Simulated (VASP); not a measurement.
Runs of VASP 6.6.1 on Ge. The structure is that of space group P6_3/mmc (No. 194), or close to it. The cells are those of the table. This isn't the form of Ge at room conditions, which is diamond.

```csv
task,cell,cutoff (eV),smearing,gap on the mesh (eV),pressure (GPa)
relaxation of shape and atoms at fixed volume,"relaxed from a = 2.264, b = 2.264, c = 3.713 Å, angles 90.0, 90.0, 120.0°, 2 atoms",600,fermi-dirac 0.08 eV,none,360.2
single point,"a = 2.801, b = 2.801, c = 4.583 Å, angles 90.0, 90.0, 120.0°, 2 atoms",520,tetrahedron,none,17.6
relaxation of shape and atoms at fixed volume,"relaxed from a = 2.420, b = 2.420, c = 3.970 Å, angles 90.0, 90.0, 120.0°, 2 atoms",600,fermi-dirac 0.08 eV,none,170.4
relaxation of shape and atoms at fixed volume,"relaxed from a = 2.177, b = 2.177, c = 3.570 Å, angles 90.0, 90.0, 120.0°, 2 atoms",600,fermi-dirac 0.08 eV,none,541.8
single point,"a = 2.954, b = 2.954, c = 4.846 Å, angles 90.0, 90.0, 120.0°, 2 atoms",520,fermi-dirac 0.08 eV,none,0.1
single point,"a = 2.801, b = 2.801, c = 4.583 Å, angles 90.0, 90.0, 120.0°, 2 atoms",520,fermi-dirac 0.08 eV,none,(a)
single point,"a = 2.905, b = 2.905, c = 4.760 Å, angles 90.0, 90.0, 120.0°, 2 atoms",520,fermi-dirac 0.08 eV,none,4.4
```

Alike in all rows: level PBEsol; potentials or basis VASP PAW PBE potentials, release 64 (Ge_d); no spin polarisation; k mesh 16 × 16 × 9.

Problem. Estimate the missing entries.

Solution. (a) 17.8.

Caveats: the PAW data sets were made with another functional, which shifts forces and pressure a little; the cell stands under pressure (at least some runs); tetrahedron occupations give inexact forces and stress in metals (at least some runs).

A k mesh can miss the band edges, and the runs leave out spin-orbit coupling on Ge.

A gap of «none» marks levels without a gap at the run's occupations.
